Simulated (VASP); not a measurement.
# AlCo (Pm-3m) in VASP: further runs

AlCo is run at these levels: r2SCAN; tasks: single point.

Program: VASP 6.6.1. These are calculated values, not measurements. Logs are shortened: lines on timing, memory, paths and dates and some standing lists are left out, and cuts for length are marked.

**1. The cell of the first run**

It takes space group Pm-3m (No. 221, cubic). The conventional cell has a = 2.819 Å, b = 2.819 Å, c = 2.819 Å, α = 90.00°, β = 90.00°, γ = 90.00°. Within 3.2 Å of Al (site symmetry m-3m) lie 8 Co at 2.44 Å and 6 Al at 2.82 Å. Within 3.2 Å of Co (site symmetry m-3m) lie 8 Al at 2.44 Å and 6 Co at 2.82 Å.

**2. Single point, r2SCAN, collinear spin, ferromagnetic start**

File POSCAR:

```
AlCo
1.0
    2.8194032100      0.0000000000      0.0000000000
    0.0000000000      2.8194032100      0.0000000000
    0.0000000000      0.0000000000      2.8194032100
Al Co
1 1
Direct
    0.0000000000      0.0000000000      0.0000000000
    0.5000000000      0.5000000000      0.5000000000
```

File INCAR.step1:

```
SYSTEM = AlCo
PREC = Accurate
ENCUT = 520
ISMEAR = -1
SIGMA = 0.1
LREAL = .False.
LASPH = .True.
NELM = 150
ISPIN = 2
MAGMOM = 0 3.2
LMAXMIX = 4
NBANDS = 17
GGA = PE
ALGO = Normal
EDIFF = 1E-4
LWAVE = .True.
LCHARG = .False.
```

File INCAR.step2:

```
SYSTEM = AlCo
PREC = Accurate
ENCUT = 520
EDIFF = 1E-6
ISMEAR = -1
SIGMA = 0.1
LREAL = .False.
LASPH = .True.
NELM = 150
ALGO = Normal
ISIF = 2
LWAVE = .False.
LCHARG = .False.
ISPIN = 2
MAGMOM = 0 3.2
LORBIT = 11
LMAXMIX = 4
METAGGA = R2SCAN
LMIXTAU = .True.
NBANDS = 17
ISTART = 1
```

File KPOINTS:

```
regular mesh
0
Gamma
  10 10 10
  0 0 0
```

Potentials or basis: VASP PAW PBE potentials, release 64 (Al, Co).

The run is started by

```
> cat potpaw_PBE.64/Al/POTCAR potpaw_PBE.64/Co/POTCAR > POTCAR
> cp INCAR.step1 INCAR
> mpirun -np 1 vasp_std > vasp.out
> cp INCAR.step2 INCAR
> mpirun -np 1 vasp_std > vasp.out
```

OUTCAR:

```text
SYSTEM = AlCo
   PREC = Accurate
   ENCUT = 520
   EDIFF = 1E-6
   ISMEAR = -1
   LREAL = .False.
   LASPH = .True.
   NELM = 150
   ISIF = 2
   ISPIN = 2
   LORBIT = 11
   METAGGA = R2SCAN
   ISTART = 1

 ion  position               nearest neighbor table
   1  0.000  0.000  0.000-   2 2.44   2 2.44   2 2.44   2 2.44   2 2.44   2 2.44   2 2.44   2 2.44

   2  0.500  0.500  0.500-   1 2.44   1 2.44   1 2.44   1 2.44   1 2.44   1 2.44   1 2.44   1 2.44

  LATTYP: Found a simple cubic cell.
 ALAT       =     2.8194032100

  Lattice vectors:

 A1 = (   2.8194032100,   0.0000000000,   0.0000000000)
 A2 = (   0.0000000000,   2.8194032100,   0.0000000000)
 A3 = (   0.0000000000,   0.0000000000,   2.8194032100)

Analysis of symmetry for initial positions (statically):
=====================================================================
 Subroutine PRICEL returns:
 Original cell was already a primitive cell.

 Routine SETGRP: Setting up the symmetry group for a
 simple cubic supercell.

 Subroutine GETGRP returns: Found 48 space group operations
 (whereof 48 operations were pure point group operations)
 out of a pool of 48 trial point group operations.

The static configuration has the point symmetry O_h .

Analysis of symmetry for dynamics (positions and initial velocities):
=====================================================================
 Subroutine PRICEL returns:
 Original cell was already a primitive cell.

 Routine SETGRP: Setting up the symmetry group for a
 simple cubic supercell.

 Subroutine GETGRP returns: Found 48 space group operations
 (whereof 48 operations were pure point group operations)
 out of a pool of 48 trial point group operations.

The dynamic configuration has the point symmetry O_h .

Analysis of structural, dynamic, and magnetic symmetry:
=====================================================================
 Subroutine PRICEL returns:
 Original cell was already a primitive cell.

 Routine SETGRP: Setting up the symmetry group for a
 simple cubic supercell.

 Subroutine GETGRP returns: Found 48 space group operations
 (whereof 48 operations were pure point group operations)
 out of a pool of 48 trial point group operations.

The overall configuration has the point symmetry O_h .

 Subroutine INISYM returns: Found 48 space group operations
 (whereof 48 operations are pure point group operations),
 and found     1 'primitive' translations

----------------------------------------------------------------------------------------

                                     Primitive cell

  volume of cell :      22.4115

  direct lattice vectors                    reciprocal lattice vectors
     2.819403210  0.000000000  0.000000000     0.354684990  0.000000000  0.000000000
     0.000000000  2.819403210  0.000000000     0.000000000  0.354684990  0.000000000
     0.000000000  0.000000000  2.819403210     0.000000000  0.000000000  0.354684990

  length of vectors
     2.819403210  2.819403210  2.819403210     0.354684990  0.354684990  0.354684990

  position of ions in fractional coordinates (direct lattice)
     0.000000000  0.000000000  0.000000000
     0.500000000  0.500000000  0.500000000

  ion indices of the primitive-cell ions
   primitive index   ion index
                 1           1
                 2           2

----------------------------------------------------------------------------------------

 KPOINTS: regular mesh

Automatic generation of k-mesh.
 Grid dimensions read from file:
 generate k-points for:   10   10   10

 Generating k-lattice:

  Cartesian coordinates                     Fractional coordinates (reciprocal lattice)
     0.035468499  0.000000000  0.000000000     0.100000000  0.000000000  0.000000000
     0.000000000  0.035468499  0.000000000     0.000000000  0.100000000  0.000000000
     0.000000000  0.000000000  0.035468499     0.000000000  0.000000000  0.100000000

  Length of vectors
     0.035468499  0.035468499  0.035468499

  Shift w.r.t. Gamma in fractional coordinates (k-lattice)
     0.000000000  0.000000000  0.000000000

 Subroutine IBZKPT returns following result:
 ===========================================

 Found     56 irreducible k-points:

 Following reciprocal coordinates:
            Coordinates               Weight
  0.000000  0.000000  0.000000      1.000000
  0.100000  0.000000  0.000000      6.000000
  0.200000  0.000000  0.000000      6.000000
  0.300000  0.000000  0.000000      6.000000
  0.400000  0.000000  0.000000      6.000000
  0.500000  0.000000  0.000000      3.000000
[... 16 lines left out ...]
  0.200000  0.100000  0.100000     24.000000
  0.300000  0.100000  0.100000     24.000000
 [... further k-points ...]
   k-points           NKPTS =     56   k-points in BZ     NKDIM =     56   number of bands    NBANDS=     17
   number of dos      NEDOS =    301   number of ions     NIONS =      2
   total plane-waves  NPLWV =  13824
   dimension x,y,z NGX =    24 NGY =   24 NGZ =   24
   dimension x,y,z NGXF=    48 NGYF=   48 NGZF=   48
   ions per type =               1   1
   NGX,Y,Z   is equivalent  to a cutoff of  14.15, 14.15, 14.15 a.u.
   NGXF,Y,Z  is equivalent  to a cutoff of  28.30, 28.30, 28.30 a.u.
 SYSTEM =  AlCo
   PREC   = accura    normal or accurate (medium, high low for compatibility)
   ISTART =      1    job   : 0-new  1-cont  2-samecut
   ICHARG =      0    charge: 1-file 2-atom 10-const
   ISPIN  =      2    spin polarized calculation?
   LNONCOLLINEAR =      F non collinear calculations
   LSORBIT =      F    spin-orbit coupling
   LASPH  =      T    aspherical Exc in radial PAW
   ENCUT  =  520.0 eV  38.22 Ry    6.18 a.u.   5.24  5.24  5.24*2*pi/ulx,y,z
   NELM   =    150;   NELMIN=  2; NELMDL=  0     # of ELM steps
   EDIFF  = 0.1E-05   stopping-criterion for ELM
   LREAL  =      F    real-space projection
   EDIFFG = 0.1E-04   stopping-criterion for IOM
   NSW    =      0    number of steps for IOM
   IBRION =     -1    ionic relax: 0-MD 1-quasi-New 2-CG
   NFREE  =      0    steps in history (QN), initial steepest desc. (CG)
   ISIF   =      2    stress and relaxation
   ISYM   =      2    0-nonsym 1-usesym 2-fastsym
   POTIM  = 0.5000    time-step for ionic-motion
   TEBEG  =    0.0;   TEEND  =   0.0 temperature during run
   PSTRESS=    0.0 pullay stress
   NELECT =      12.0000    total number of electrons
   NUPDOWN=      -1.0000    fix difference up-down
   EMIN   =  10.00;   EMAX   =-10.00  energy-range for DOS
   EFERMI =   0.00;   METHOD = LEGACY
   ISMEAR =    -1;   SIGMA  =   0.10  broadening in eV -4-tet -1-fermi 0-gaus
   EFERMI_NEDOS =   21; number of points for ismear=-14 and -15
   IALGO  =     38    algorithm
   IMIX   =      4    mixing-type and parameters
     AMIX     =   0.40;   BMIX     =  1.00
     AMIX_MAG =   1.60;   BMIX_MAG =  1.00
  volume/ion in A,a.u.               =      11.21        75.62
  Fermi-wavevector in a.u.,A,eV,Ry     =   1.329366  2.512138 24.044423  1.767215
  Thomas-Fermi vector in A             =   2.458534
   LORBIT       =     11    0 simple, 1 ext, 2 COOP (PROOUT), +10 PAW based schemes
   METAGGA = R2SCAN    functional components
   LHFCALC =     F    Hartree Fock is set to
   AEXX    =    0.0000 exact exchange contribution
   IVDW    =     0    specifies the selected vdW correction
   LEPSILON=     F    determine dielectric tensor
   LRPA    =     F    only Hartree local field effects (RPA)
 spin polarized calculation
  energy-cutoff  :      520.00
  volume of cell :       22.41
 maximum number of plane-waves:       624
 NGX is ok and might be reduce to    24
   NGX = 11   NGY = 11   NGZ = 11

 number of electron      11.9999996 magnetization       0.0092409

 Free energy of the ion-electron system (eV)
  ---------------------------------------------------
  ext. energy  EPLUGINS =         0.00000000
  ---------------------------------------------------
  free energy    TOTEN  =       -21.09196389 eV

  energy without entropy =      -21.06789946  energy(sigma->0) =      -21.07993168

 E-fermi :  10.9290     XC(G=0): -13.4270

 val. band max:       10.9224315771   @ k =   0.5000   0.4000   0.1000
 cond. band min:      10.9562894545   @ k =   0.5000   0.4000   0.1000
 fundamental gap:      0.0338578774
 Fermi energy:        10.9290415488

 spin component 1

 k-point     1 :       0.0000    0.0000    0.0000
  band No.  band energies     occupation
      1      -1.0017      1.00000
      2       7.7167      1.00000
      3       7.7167      1.00000
      4       9.8231      0.99998
      5       9.8231      0.99998
      6       9.8232      0.99998
[... 9 lines left out ...]
     16      36.0889      0.00000
     17      36.0889      0.00000

 k-point     2 :       0.1000    0.0000    0.0000
  band No.  band energies     occupation
      1      -0.7977      1.00000
      2       7.6870      1.00000
      3       7.7761      1.00000
      4       9.7187      0.99999
      5       9.7187      0.99999
      6       9.8343      0.99998
[... 9 lines left out ...]
     16      34.0379      0.00000
     17      36.8420      0.00000

 k-point     3 :       0.2000    0.0000    0.0000
  band No.  band energies     occupation
      1      -0.1929      1.00000
      2       7.4780      1.00000
      3       7.9364      1.00000
      4       9.4649      1.00000
      5       9.4649      1.00000
      6       9.8637      0.99998
[... 392 lines left out ...]
 k-point    23 :       0.2000    0.1000    0.1000
  band No.  band energies     occupation
      1       0.2022      1.00000
      2       7.6172      1.00000
      3       7.9319      1.00000
      4       9.3378      1.00000
      5       9.3661      1.00000
      6       9.6640      1.00000
[... 9 lines left out ...]
     16      34.1702      0.00000
     17      35.9840      0.00000

 k-point    24 :       0.3000    0.1000    0.1000
  band No.  band energies     occupation
      1       1.1688      1.00000
      2       6.9376      1.00000
      3       8.1440      1.00000
      4       9.0527      1.00000
      5       9.1599      1.00000
      6       9.7068      1.00000
[... 9 lines left out ...]
     16      33.6507      0.00000
     17      34.6554      0.00000

 [... further k-points ...]

 spin component 2

 k-point     1 :       0.0000    0.0000    0.0000
  band No.  band energies     occupation
      1      -1.0067      1.00000
      2       7.7400      1.00000
      3       7.7400      1.00000
      4       9.8298      0.99998
      5       9.8298      0.99998
      6       9.8298      0.99998
[... 9 lines left out ...]
     16      36.0874      0.00000
     17      36.0874      0.00000

 k-point     2 :       0.1000    0.0000    0.0000
  band No.  band energies     occupation
      1      -0.8027      1.00000
      2       7.7091      1.00000
      3       7.7998      1.00000
      4       9.7251      0.99999
      5       9.7251      0.99999
      6       9.8409      0.99998
[... 9 lines left out ...]
     16      34.0376      0.00000
     17      36.8440      0.00000

 k-point     3 :       0.2000    0.0000    0.0000
  band No.  band energies     occupation
      1      -0.1978      1.00000
      2       7.4952      1.00000
      3       7.9610      1.00000
      4       9.4709      1.00000
      5       9.4709      1.00000
      6       9.8704      0.99997
[... 392 lines left out ...]
 k-point    23 :       0.2000    0.1000    0.1000
  band No.  band energies     occupation
      1       0.1974      1.00000
      2       7.6345      1.00000
      3       7.9543      1.00000
      4       9.3443      1.00000
      5       9.3731      1.00000
      6       9.6706      1.00000
[... 9 lines left out ...]
     16      34.1698      0.00000
     17      35.9851      0.00000

 k-point    24 :       0.3000    0.1000    0.1000
  band No.  band energies     occupation
      1       1.1642      1.00000
      2       6.9454      1.00000
      3       8.1668      1.00000
      4       9.0605      1.00000
      5       9.1671      1.00000
      6       9.7134      0.99999
[... 9 lines left out ...]
     16      33.6531      0.00000
     17      34.6568      0.00000

 [... further k-points ...]
[... 5 lines left out ...]
  --------------------------------------------------------------------------------------
  -------------------------------------------------------------------------------------
  Total        0.1896677      0.1896677      0.1896677     -0.0000000      0.0000000     -0.0000000
  in kB       13.5591461     13.5591461     13.5591461     -0.0000000      0.0000000     -0.0000000
  external PRESSURE =      13.5591461 kB  Pullay stress =       0.0000000 kB

 VOLUME and BASIS-vectors are now :
 -----------------------------------------------------------------------------
  energy-cutoff  :      520.00
  volume of cell :       22.41
      direct lattice vectors                 reciprocal lattice vectors
     2.819403210  0.000000000  0.000000000     0.354684990  0.000000000  0.000000000
     0.000000000  2.819403210  0.000000000     0.000000000  0.354684990  0.000000000
     0.000000000  0.000000000  2.819403210     0.000000000  0.000000000  0.354684990

 POSITION                                       TOTAL-FORCE (eV/Angst)
 -----------------------------------------------------------------------------------
      0.00000      0.00000      0.00000         0.000000      0.000000      0.000000
      1.40970      1.40970      1.40970         0.000000      0.000000      0.000000
 -----------------------------------------------------------------------------------
    total drift:                                0.000000     -0.000000     -0.000000

  FREE ENERGIE OF THE ION-ELECTRON SYSTEM (eV)
  ---------------------------------------------------
  free  energy   TOTEN  =       -21.0919638899 eV

  energy  without entropy=      -21.0678994605  energy(sigma->0) =      -21.07993168

 total charge

# of ion       s       p       d       tot
------------------------------------------
    1        0.396   0.455   0.000   0.851
    2        0.468   0.574   7.514   8.557
--------------------------------------------------
tot          0.864   1.029   7.514   9.407

 magnetization (x)

# of ion       s       p       d       tot
------------------------------------------
    1       -0.000  -0.000   0.000  -0.000
    2       -0.000  -0.001   0.014   0.013
--------------------------------------------------
tot         -0.000  -0.001   0.014   0.013
```

Run time: 62 s. Hardware: 1 thread of Intel Xeon Platinum 8488C (Sapphire Rapids), shared host; peak memory 0.17 GiB.

Results:

```yaml
Free_energy: -21.0920 eV
Pressure: 1.4 GPa
Band_gap_on_the_k_mesh: zero (filled and empty bands overlap)
Net_moment: 0.01 μB per cell
Valence_electrons_inside_the_program's_atomic_spheres: Al 0.85; Co 8.56
```

Caveat: the starting moments collapsed, and a magnetic state may lie lower; the PAW data sets were made with another functional, which shifts forces and pressure a little.

**3. Single point, r2SCAN, collinear spin, ferromagnetic start**

This run uses another cell than the first one, of 11.65 Å³/atom, 1.040 times its volume.

File POSCAR:

```
AlCo
1.0
    2.8565048754      0.0000000000      0.0000000000
    0.0000000000      2.8565048754      0.0000000000
    0.0000000000      0.0000000000      2.8565048754
Al Co
1 1
Direct
    0.0000000000      0.0000000000      0.0000000000
    0.5000000000      0.5000000000      0.5000000000
```

File INCAR.step1:

```
SYSTEM = AlCo
ALGO = Normal
EDIFF = 1E-4
ENCUT = 520
GGA = PE
ISMEAR = -1
ISPIN = 2
LASPH = .True.
LCHARG = .False.
LMAXMIX = 4
LREAL = .False.
LWAVE = .True.
MAGMOM = 0 3.2
NBANDS = 17
NELM = 150
PREC = Accurate
SIGMA = 0.1
```

File INCAR.step2:

```
SYSTEM = AlCo
ALGO = Normal
EDIFF = 1E-7
ENCUT = 520
ISIF = 2
ISMEAR = -1
ISPIN = 2
ISTART = 1
LASPH = .True.
LCHARG = .True.
LELF = .True.
LMAXMIX = 4
LMIXTAU = .True.
LORBIT = 11
LREAL = .False.
LVHAR = .True.
LWAVE = .False.
MAGMOM = 0 3.2
METAGGA = R2SCAN
NBANDS = 17
NELM = 150
PREC = Accurate
SIGMA = 0.1
```

File KPOINTS:

```
k-points
0
Gamma
  10 10 10
  0 0 0
```

Potentials or basis: VASP PAW PBE potentials, release 64 (Al, Co).

The run is started by

```
> cat potpaw_PBE.64/Al/POTCAR potpaw_PBE.64/Co/POTCAR > POTCAR
> cp INCAR.step1 INCAR
> mpirun -np 1 vasp_std > vasp.out
> cp INCAR.step2 INCAR
> mpirun -np 1 vasp_std > vasp.out
```

Wall time 88 s (1 thread of Intel Xeon Platinum 8488C (Sapphire Rapids), shared host); peak memory 0.18 GiB.

The run converged. Its results:

```yaml
Free_energy: -21.0746 eV
Pressure: -6.6 GPa
Band_gap_on_the_k_mesh: zero (filled and empty bands overlap)
Net_moment: 0.00 μB per cell
Valence_electrons_inside_the_program's_atomic_spheres: Al 0.83; Co 8.48
```

Levels at points of the mesh, in eV from the Fermi level:
Spin up:
| k point | band 2 | band 3 | band 4 | band 5 | band 6 | band 7 | band 8 | band 9 | band 10 | band 11 |
| --- | --- | --- | --- | --- | --- | --- | --- | --- | --- | --- |
| (0.00, 0.00, 0.00) | -3.01 | -3.01 | -1.05 | -1.05 | -1.05 | 6.30 | 6.30 | 6.30 | 8.98 | 8.98 |
| (0.50, 0.00, 0.00) | -7.01 | -2.37 | -1.93 | -1.93 | -0.94 | 0.26 | 8.73 | 11.08 | 11.08 | 12.25 |
| (0.50, 0.50, 0.00) | -3.14 | -2.92 | -2.92 | -1.72 | -1.72 | -0.16 | 2.53 | 3.55 | 13.66 | 16.43 |
| (0.50, 0.50, 0.50) | -4.22 | -4.22 | -0.12 | -0.12 | 2.37 | 2.37 | 2.37 | 4.80 | 5.39 | 5.39 |
Spin down:
| k point | band 4 | band 5 | band 6 | band 7 | band 8 | band 9 |
| --- | --- | --- | --- | --- | --- | --- |
| (0.00, 0.00, 0.00) | -1.05 | -1.05 | -1.05 | 6.30 | 6.30 | 6.30 |
| (0.50, 0.00, 0.00) | -1.93 | -1.93 | -0.94 | 0.26 | 8.73 | 11.08 |
| (0.50, 0.50, 0.00) | -2.92 | -1.72 | -1.72 | -0.15 | 2.53 | 3.55 |
| (0.50, 0.50, 0.50) | -0.12 | -0.12 | 2.37 | 2.37 | 2.37 | 4.80 |

Caveat: the starting moments collapsed, and a magnetic state may lie lower; the PAW data sets were made with another functional, which shifts forces and pressure a little.

(Continued in part 2 of 2.)
